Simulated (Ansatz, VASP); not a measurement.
Al in VASP and in Ansatz

Contents of INCAR:

```
SYSTEM = Al
  PREC = Accurate
  ENCUT = 520
  EDIFF = 1E-6
  ISMEAR = -1
  SIGMA = 0.05
  LREAL = .FALSE.
  LASPH = .TRUE.
  NELM = 100
  ALGO = Normal
  ISIF = 2
  LWAVE = .FALSE.
  LCHARG = .FALSE.
  GGA = PS
  NBANDS = 8
```

Contents of KPOINTS:

```
Automatic mesh
0
G
  14 14 14
  0 0 0
```

Contents of POSCAR:

```
Al
1.0
    0.0000000000      2.0172107856      2.0172107856
    2.0172107856      0.0000000000      2.0172107856
    2.0172107856      2.0172107856      0.0000000000
Al
1
Direct
    0.0000000000      0.0000000000      0.0000000000
```

Input for Ansatz:

```yaml
crystal:
  lattice:
    - [0.0, 2.0172107856, 2.0172107856]
    - [2.0172107856, 0.0, 2.0172107856]
    - [2.0172107856, 2.0172107856, 0.0]
  atoms:
    - { symbol: Al, position: [0.0, 0.0, 0.0] }
kpoints:
  mp_grid: { grid: [14, 14, 14] }
  band_path:
    path:
      - [0.0, 0.0, 0.0]
      - [0.5, 0.0, 0.5]
      - [0.625, 0.25, 0.625]
      - [0.375, 0.375, 0.75]
      - [0.0, 0.0, 0.0]
      - [0.5, 0.5, 0.5]
      - [0.5, 0.25, 0.75]
      - [0.5, 0.0, 0.5]
    npoints: 5
scf:
  occupations: { method: fermi_dirac, width: 0.05 }
hamiltonian:
  xc: pbesol
  pseudopotentials: { kind: all_electron, lapw: { basis_error: 0.001 } }
output:
  forces: true
  stress: true
  eigenvalues: true
```

Change from the starting cell: volume scaled by 0.99.

Alike in both runs: task single point; functional PBEsol; k mesh 14 × 14 × 14; occupations fermi-dirac, width 0.05 eV; no spin polarisation.

|  | VASP | Ansatz |
| --- | --- | --- |
| version | VASP 6.6.1 | Ansatz 0.2.0 |
| potentials or method | VASP PAW PBE potentials, release 64 (Al), cutoff 520 eV | all-electron LAPW, scalar-relativistic |

|  | VASP | Ansatz | Ansatz less VASP |
| --- | --- | --- | --- |
| pressure (GPa) | -1.3 | -1.4 | -0.05 |

VASP's potentials were made for PBE, not for PBEsol. Ansatz ran all-electron here, and VASP with PAW potentials.
